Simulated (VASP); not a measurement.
# B (Immm) in VASP: further runs

The runs below take B through single point, relaxation of cell and atoms, with PBE.

Everything below comes from runs of VASP 6.6.1. Logs are shortened: lines on timing, memory, paths and dates and some standing lists are left out, and cuts for length are marked.

## (1) The cell of the first run

Symmetry: Immm, No. 71, orthorhombic system. Conventional cell: a = 2.991 Å, b = 3.489 Å, c = 5.191 Å, α = 90.00°, β = 90.00°, γ = 90.00°. B (site symmetry mmm) has 4 B at 1.50 to 1.74 Å within 2.0 Å. B (site symmetry mmm) has 6 B at 1.74 to 2.30 Å within 2.3 Å. Within 2.0 Å of B (site symmetry mmm) lie 2 B at 1.50 Å.

The cell was built from a structure type or drawn by symmetry, and may not be a known phase.

## (2) Single point, PBE

Input file INCAR:

```
PREC     = Accurate       # precision mode
ENCUT    = 520            # plane-wave cutoff, eV
EDIFF    = 1E-7           # SCF threshold, eV
ISMEAR   = 0              # smearing method
SIGMA    = 0.1            # smearing width, eV
LREAL    = False          # projectors in reciprocal space
LASPH    = True           # aspherical terms in the spheres
NELM     = 80             # most SCF steps
ALGO     = Normal         # electronic algorithm
ISIF     = 2              # what is computed and relaxed
LWAVE    = False          # write WAVECAR
LCHARG   = False          # write CHGCAR
GGA      = PE             # functional
NBANDS   = 12             # bands
```

Input file KPOINTS:

```
regular mesh
0
Gamma
  8 8 8
```

Input file POSCAR:

```
B
1.0
   -1.4954918200      1.7447132200      2.5953845100
    1.4954918200     -1.7447132200      2.5953845100
    1.4954918200      1.7447132200     -2.5953845100
B
3
Direct
    0.5000000000      0.0000000000      0.5000000000
    0.0000000000      0.0000000000      0.0000000000
    0.5000000000      0.5000000000      0.0000000000
```

Potentials or basis: VASP PAW PBE potentials, release 64 (B).

Run with:

```
> cat potpaw_PBE.64/B/POTCAR > POTCAR
> mpirun -np 1 vasp_std > vasp.out
```

OUTCAR:

```text
PREC = Accurate
   ENCUT = 520
   EDIFF = 1E-7
   ISMEAR = 0
   LREAL = False
   LASPH = True
   NELM = 80
   ISIF = 2
   GGA = PE

 ion  position               nearest neighbor table
   1  0.500  0.000  0.500-   3 1.50   3 1.50   2 1.74   2 1.74
   2  0.000  0.000  0.000-   1 1.74   1 1.74
   3  0.500  0.500  0.000-   1 1.50   1 1.50

  LATTYP: Found a body centered orthorhombic cell.
 ALAT       =     2.9909836400
 B/A-ratio  =     1.1666484542
 C/A-ratio  =     1.7354722208

  Lattice vectors:

 A1 = (  -1.4954918200,   1.7447132200,   2.5953845100)
 A2 = (   1.4954918200,  -1.7447132200,   2.5953845100)
 A3 = (   1.4954918200,   1.7447132200,  -2.5953845100)

Analysis of symmetry for initial positions (statically):
=====================================================================
 Subroutine PRICEL returns:
 Original cell was already a primitive cell.

 Routine SETGRP: Setting up the symmetry group for a
 body centered orthorhombic supercell.

 Subroutine GETGRP returns: Found  8 space group operations
 (whereof  8 operations were pure point group operations)
 out of a pool of  8 trial point group operations.

The static configuration has the point symmetry D_2h.

Analysis of symmetry for dynamics (positions and initial velocities):
=====================================================================
 Subroutine PRICEL returns:
 Original cell was already a primitive cell.

 Routine SETGRP: Setting up the symmetry group for a
 body centered orthorhombic supercell.

 Subroutine GETGRP returns: Found  8 space group operations
 (whereof  8 operations were pure point group operations)
 out of a pool of  8 trial point group operations.

The dynamic configuration has the point symmetry D_2h.

 Subroutine INISYM returns: Found  8 space group operations
 (whereof  8 operations are pure point group operations),
 and found     1 'primitive' translations

----------------------------------------------------------------------------------------

                                     Primitive cell

  volume of cell :      27.0876

  direct lattice vectors                    reciprocal lattice vectors
    -1.495491820  1.744713220  2.595384510     0.000000000  0.286580049  0.192649682
     1.495491820 -1.744713220  2.595384510     0.334338171  0.000000000  0.192649682
     1.495491820  1.744713220 -2.595384510     0.334338171  0.286580049  0.000000000

  length of vectors
     3.466488246  3.466488246  3.466488246     0.345314385  0.385870331  0.440352288

  position of ions in fractional coordinates (direct lattice)
     0.500000000  0.000000000  0.500000000
     0.000000000  0.000000000  0.000000000
     0.500000000  0.500000000  0.000000000

  ion indices of the primitive-cell ions
   primitive index   ion index
                 1           1
                 2           2
                 3           3

----------------------------------------------------------------------------------------

 KPOINTS: regular mesh

Automatic generation of k-mesh.
 Grid dimensions read from file:
 generate k-points for:    8    8    8

 Generating k-lattice:

  Cartesian coordinates                     Fractional coordinates (reciprocal lattice)
     0.000000000  0.035822506  0.024081210     0.125000000  0.000000000  0.000000000
     0.041792271  0.000000000  0.024081210     0.000000000  0.125000000  0.000000000
     0.041792271  0.035822506  0.000000000     0.000000000  0.000000000  0.125000000

  Length of vectors
     0.043164298  0.048233791  0.055044036

  Shift w.r.t. Gamma in fractional coordinates (k-lattice)
     0.000000000  0.000000000  0.000000000

 Subroutine IBZKPT returns following result:
 ===========================================

 Found     95 irreducible k-points:

 Following reciprocal coordinates:
            Coordinates               Weight
  0.000000  0.000000  0.000000      1.000000
  0.125000  0.000000  0.000000      4.000000
  0.250000  0.000000  0.000000      4.000000
  0.375000  0.000000  0.000000      4.000000
  0.500000  0.000000  0.000000      2.000000
  0.000000  0.125000  0.000000      4.000000
[... 16 lines left out ...]
  0.125000  0.375000  0.000000      8.000000
  0.250000  0.375000  0.000000      8.000000
 [... further k-points ...]
   k-points           NKPTS =     95   k-points in BZ     NKDIM =     95   number of bands    NBANDS=     12
   number of dos      NEDOS =    301   number of ions     NIONS =      3
   total plane-waves  NPLWV =  21952
   dimension x,y,z NGX =    28 NGY =   28 NGZ =   28
   dimension x,y,z NGXF=    56 NGYF=   56 NGZF=   56
   ions per type =               3
   NGX,Y,Z   is equivalent  to a cutoff of  13.43, 13.43, 13.43 a.u.
   NGXF,Y,Z  is equivalent  to a cutoff of  26.86, 26.86, 26.86 a.u.
 SYSTEM =  unknown system
   PREC   = accura    normal or accurate (medium, high low for compatibility)
   ISTART =      0    job   : 0-new  1-cont  2-samecut
   ICHARG =      2    charge: 1-file 2-atom 10-const
   ISPIN  =      1    spin polarized calculation?
   LNONCOLLINEAR =      F non collinear calculations
   LSORBIT =      F    spin-orbit coupling
   LASPH  =      T    aspherical Exc in radial PAW
   ENCUT  =  520.0 eV  38.22 Ry    6.18 a.u.   6.45  6.45  6.45*2*pi/ulx,y,z
   NELM   =     80;   NELMIN=  2; NELMDL= -5     # of ELM steps
   EDIFF  = 0.1E-06   stopping-criterion for ELM
   LREAL  =      F    real-space projection
   EDIFFG = 0.1E-05   stopping-criterion for IOM
   NSW    =      0    number of steps for IOM
   IBRION =     -1    ionic relax: 0-MD 1-quasi-New 2-CG
   NFREE  =      0    steps in history (QN), initial steepest desc. (CG)
   ISIF   =      2    stress and relaxation
   ISYM   =      2    0-nonsym 1-usesym 2-fastsym
   POTIM  = 0.5000    time-step for ionic-motion
   TEBEG  =    0.0;   TEEND  =   0.0 temperature during run
   PSTRESS=    0.0 pullay stress
   NELECT =       9.0000    total number of electrons
   NUPDOWN=      -1.0000    fix difference up-down
   EMIN   =  10.00;   EMAX   =-10.00  energy-range for DOS
   EFERMI =   0.00;   METHOD = LEGACY
   ISMEAR =     0;   SIGMA  =   0.10  broadening in eV -4-tet -1-fermi 0-gaus
   EFERMI_NEDOS =   21; number of points for ismear=-14 and -15
   IALGO  =     38    algorithm
   IMIX   =      4    mixing-type and parameters
     AMIX     =   0.40;   BMIX     =  1.00
     AMIX_MAG =   1.60;   BMIX_MAG =  1.00
  volume/ion in A,a.u.               =       9.03        60.93
  Fermi-wavevector in a.u.,A,eV,Ry     =   1.133876  2.142716 17.492681  1.285676
  Thomas-Fermi vector in A             =   2.270580
   LORBIT       =      0    0 simple, 1 ext, 2 COOP (PROOUT), +10 PAW based schemes
   GGA     = PE    functional components
   LHFCALC =     F    Hartree Fock is set to
   AEXX    =    0.0000 exact exchange contribution
   IVDW    =     0    specifies the selected vdW correction
   LEPSILON=     F    determine dielectric tensor
   LRPA    =     F    only Hartree local field effects (RPA)
 non-spin polarized calculation
 Gauss-broadening in eV      SIGMA  =   0.10
  energy-cutoff  :      520.00
  volume of cell :       27.09
 maximum number of plane-waves:       747
 NGX is ok and might be reduce to    28
   NGX = 13   NGY = 13   NGZ = 13

 number of electron       9.0000000 magnetization

 Free energy of the ion-electron system (eV)
  ---------------------------------------------------
  ext. energy  EPLUGINS =         0.00000000
  ---------------------------------------------------
  free energy    TOTEN  =       -16.24550861 eV

  energy without entropy =      -16.23880721  energy(sigma->0) =      -16.24215791

 E-fermi :   4.6757     XC(G=0): -10.7885

 val. band max:        4.6496803027   @ k =  -0.2500   0.2500   0.0000
 cond. band min:       4.6841969208   @ k =   0.1250   0.2500   0.1250
 fundamental gap:      0.0345166181
 Fermi energy:         4.6757000282

 k-point     1 :       0.0000    0.0000    0.0000
  band No.  band energies     occupation
      1      -9.4385      2.00000
      2      -0.7142      2.00000
      3      -0.1296      2.00000
      4       4.5129      1.97870
      5       6.1042      0.00000
      6       6.7731      0.00000
      7       9.8287      0.00000
      8      11.7064      0.00000
      9      12.2860      0.00000
     10      13.3219      0.00000
     11      13.7721      0.00000
     12      15.8433      0.00000

 k-point     2 :       0.1250    0.0000    0.0000
  band No.  band energies     occupation
      1      -9.2313      2.00000
      2      -1.2514      2.00000
      3      -0.1048      2.00000
      4       3.9888      2.00000
      5       6.1162      0.00000
      6       7.0271      0.00000
      7       9.3737      0.00000
      8      11.4770      0.00000
      9      12.2407      0.00000
     10      13.2055      0.00000
     11      15.1856      0.00000
     12      16.7361      0.00000

 k-point     3 :       0.2500    0.0000    0.0000
  band No.  band energies     occupation
      1      -8.6209      2.00000
      2      -2.6090      2.00000
      3      -0.0393      2.00000
      4       3.2518      2.00000
      5       5.5487      0.00000
      6       8.0655      0.00000
      7       8.4499      0.00000
      8      10.9600      0.00000
      9      12.2531      0.00000
     10      13.8927      0.00000
     11      17.7127      0.00000
     12      18.3606      0.00000
[... 286 lines left out ...]
 k-point    23 :       0.1250    0.3750    0.0000
  band No.  band energies     occupation
      1      -6.7241      2.00000
      2      -3.7524      2.00000
      3      -0.6143      2.00000
      4       2.9865      2.00000
      5       4.6902      0.83728
      6       5.3785      0.00000
      7       8.0433      0.00000
      8       9.1957      0.00000
      9      11.1794      0.00000
     10      16.2937      0.00000
     11      18.5327      0.00000
     12      20.1968      0.00000

 k-point    24 :       0.2500    0.3750    0.0000
  band No.  band energies     occupation
      1      -5.9699      2.00000
      2      -3.6621      2.00000
      3      -2.0433      2.00000
      4       2.3818      2.00000
      5       3.1158      2.00000
      6       6.9617      0.00000
      7       9.2938      0.00000
      8       9.8551      0.00000
      9      11.6284      0.00000
     10      15.2463      0.00000
     11      18.1338      0.00000
     12      20.5436      0.00000

 [... further k-points ...]

------------------------ aborting loop because EDIFF is reached ----------------------------------------

  FORCE on cell =-STRESS in cart. coord.  units (eV):
  Direction    XX          YY          ZZ          XY          YZ          ZX
  --------------------------------------------------------------------------------------
  -------------------------------------------------------------------------------------
  Total        7.0768335     -5.4929965     -0.7829876      0.0000000      0.0000000      0.0000000
  in kB      418.5812448   -324.9002971    -46.3122286      0.0000000      0.0000000      0.0000000
  external PRESSURE =      15.7895730 kB  Pullay stress =       0.0000000 kB

 VOLUME and BASIS-vectors are now :
 -----------------------------------------------------------------------------
  energy-cutoff  :      520.00
  volume of cell :       27.09
      direct lattice vectors                 reciprocal lattice vectors
    -1.495491820  1.744713220  2.595384510     0.000000000  0.286580049  0.192649682
     1.495491820 -1.744713220  2.595384510     0.334338171  0.000000000  0.192649682
     1.495491820  1.744713220 -2.595384510     0.334338171  0.286580049  0.000000000

 POSITION                                       TOTAL-FORCE (eV/Angst)
 -----------------------------------------------------------------------------------
      0.00000      1.74471      0.00000         0.000000     -0.000000     -0.000000
      0.00000      0.00000      0.00000        -0.000000      0.000000      0.000000
      0.00000      0.00000      2.59538        -0.000000      0.000000      0.000000
 -----------------------------------------------------------------------------------
    total drift:                                0.000000      0.000000     -0.000000

  FREE ENERGIE OF THE ION-ELECTRON SYSTEM (eV)
  ---------------------------------------------------
  free  energy   TOTEN  =       -16.2455086080 eV

  energy  without entropy=      -16.2388072143  energy(sigma->0) =      -16.24215791
```

Wall time 28 s (1 thread of Intel Xeon Platinum 8259CL at 2.50GHz (Skylake/Cascade Lake), shared host); peak memory 0.16 GiB.

What came out:

```yaml
Free_energy: -16.2455 eV
Pressure: 1.6 GPa
Band_gap_on_the_k_mesh: zero (an odd number of electrons rules out a gap without spin polarisation)
```

Levels at points of the mesh, in eV from the Fermi level:
```csv
k point,band 1,band 2,band 3,band 4,band 5,band 6,band 7,band 8,band 9
"(0.00, 0.00, 0.00)",-14.11,-5.39,-4.81,-0.16,1.43,2.10,5.15,7.03,7.61
"(0.50, 0.00, 0.00)",-11.53,-9.99,-4.61,-2.01,0.14,2.71,4.71,5.67,8.89
"(0.00, 0.50, 0.00)",-10.79,-9.52,-4.27,-1.03,-0.27,1.27,1.84,2.78,7.15
"(0.50, 0.50, 0.00)",-9.70,-8.77,-6.26,-4.19,-1.59,0.36,5.98,6.81,9.62
"(0.50, 0.50, 0.50)",-11.28,-7.28,-6.69,-5.59,-1.89,4.60,5.44,7.55,7.71
```

## (3) Relaxation of cell and atoms, PBE

Input file INCAR:

```
ALGO     = Normal         # electronic algorithm
EDIFF    = 1E-6           # SCF threshold, eV
EDIFFG   = -0.04          # ionic threshold
ENCUT    = 600            # plane-wave cutoff, eV
GGA      = PE             # functional
IBRION   = 2              # ionic algorithm
ISIF     = 3              # what is computed and relaxed
ISMEAR   = 0              # smearing method
LASPH    = True           # aspherical terms in the spheres
LCHARG   = False          # write CHGCAR
LREAL    = False          # projectors in reciprocal space
LWAVE    = False          # write WAVECAR
NELM     = 80             # most SCF steps
NSW      = 90             # ionic steps
PREC     = Accurate       # precision mode
SIGMA    = 0.1            # smearing width, eV
```

Input file KPOINTS:

```
k-points
0
Gamma
  8 8 8
```

POSCAR is that of step 2.

Potentials or basis: VASP PAW PBE potentials, release 64 (B).

Run with:

```
> cat potpaw_PBE.64/B/POTCAR > POTCAR
> mpirun -np 1 vasp_std > vasp.out
```

It took 3.8 min on 1 thread of Intel Xeon Platinum 8259CL at 2.50GHz (Skylake/Cascade Lake), shared host; peak memory 0.15 GiB.

Results (log left out):

```yaml
Free_energy: -17.0989 eV
Relaxed_volume: 12.20 Å³/atom
Relaxed_cell: a = 4.397 Å, b = 4.397 Å, c = 4.397 Å, α = 138.72°, β = 138.76°, γ = 59.77°
Space_group_after_relaxing_to_0.1_Å: I4/mmm (No. 139)
Energy_gained_by_relaxing: 283.6 meV/atom
Ionic_steps: 19
Pressure_after_relaxing: -0.1 GPa
Band_gap_on_the_k_mesh: zero (an odd number of electrons rules out a gap without spin polarisation)
```

Stress tensor (GPa, compression positive):
```
-0.29  0.00  0.00
 0.00  0.30  0.00
 0.00  0.00 -0.23
```

Step by step:
```tsv
step	energy change (eV)	largest force (eV/Å)	pressure (GPa)	volume (Å³)
1	0.0000	0.0000	1.56	27.09
2	-0.4035	0.0000	-8.50	27.15
3	-0.4444	0.0000	-9.22	27.19
4	-0.5025	0.0000	6.53	25.32
5	-0.5277	0.0000	0.59	25.93
6	-0.6009	0.0000	6.78	25.62
7	-0.6019	0.0000	7.97	25.57
8	-0.6615	0.0000	6.59	26.43
9	-0.7538	0.0000	5.31	28.97
10	-0.7444	0.0000	6.71	33.88
11	-0.7926	0.0000	4.86	34.97
12	-0.8427	0.0000	0.97	37.77
13	-0.8445	0.0000	0.67	37.68
14	-0.8479	0.0000	-0.26	37.40
15	-0.8462	0.0000	-2.11	36.81
16	-0.8485	0.0000	-0.89	37.20
17	-0.8499	0.0000	-0.69	36.94
18	-0.8503	0.0000	-0.53	36.75
19	-0.8507	0.0000	-0.07	36.59
```

Final structure:
```
B
1.0
    -1.54981    1.54830    3.81186
     1.54981   -1.54830    3.81186
     1.54981    1.54830   -3.81186
B
3
Direct
  0.50000 0.00000 0.50000
  0.00000 0.00000 0.00000
  0.50000 0.50000 0.00000
```

Levels at points of the mesh, in eV from the Fermi level:
```csv
k point,band 1,band 2,band 3,band 4,band 5,band 6,band 7,band 8
"(0.00, 0.00, 0.00)",-13.94,-6.42,-6.42,-4.53,1.66,3.49,4.56,5.49
"(0.50, 0.00, 0.00)",-11.87,-10.34,-5.19,-2.94,-0.43,1.73,3.35,4.24
"(0.00, 0.50, 0.00)",-11.88,-10.34,-5.19,-2.95,-0.44,1.74,3.37,4.27
"(0.50, 0.50, 0.00)",-10.43,-8.33,-8.13,-5.33,0.25,0.56,1.61,8.00
"(0.50, 0.50, 0.50)",-13.65,-6.48,-6.47,-6.19,1.31,4.81,5.36,6.40
```

Caveat: the volume moved by over 15 % at a fixed basis, so the end points are rough.
